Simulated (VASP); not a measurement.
Runs of VASP 6.6.1 on Ta4O. The structure is that of space group P4/mmm (No. 123), or close to it. The cells are those of the table. 

```tsv
cell	gap on the mesh (eV)	pressure (GPa)	largest force (eV/Å)
a = 3.211, b = 3.211, c = 7.893 Å, 5 atoms	none	-14.7	0.44
a = 3.211, b = 3.211, c = 7.709 Å, 5 atoms	none	(b)	0.36
a = 3.211, b = 3.211, c = 7.526 Å, 5 atoms	none	-5.6	0.22
a = 3.211, b = 3.211, c = 8.076 Å, 5 atoms	none	-18.1	0.49
a = 3.211, b = 3.211, c = 7.984 Å, 5 atoms	none	-16.5	0.47
a = 3.211, b = 3.211, c = 7.158 Å, 5 atoms	none	(a)	0.45
```

Alike in all rows: task single point; level PBEsol; potentials or basis VASP PAW PBE potentials, release 64 (Ta_pv, O); no spin polarisation; k mesh 14 × 14 × 8; cutoff (eV) 520; smearing gaussian 0.15 eV.

Estimate the missing entries.

(a) 7.9; (b) -10.6.

Caveats: the PAW data sets were made with another functional, which shifts forces and pressure a little; spin-orbit coupling is left out, which moves the levels of the heavy elements; the stress differs along the axes, from -22 to -11 GPa (at least some runs); the stress differs along the axes, from -16 to -8 GPa (at least some runs); the stress differs along the axes, from -9 to -4 GPa (at least some runs); the stress differs along the axes, from -25 to -15 GPa (at least some runs); the stress differs along the axes, from -24 to -13 GPa (at least some runs).

A k mesh can miss the band edges, and the runs leave out spin-orbit coupling on Ta.

A gap of «none» marks levels without a gap at the run's occupations.
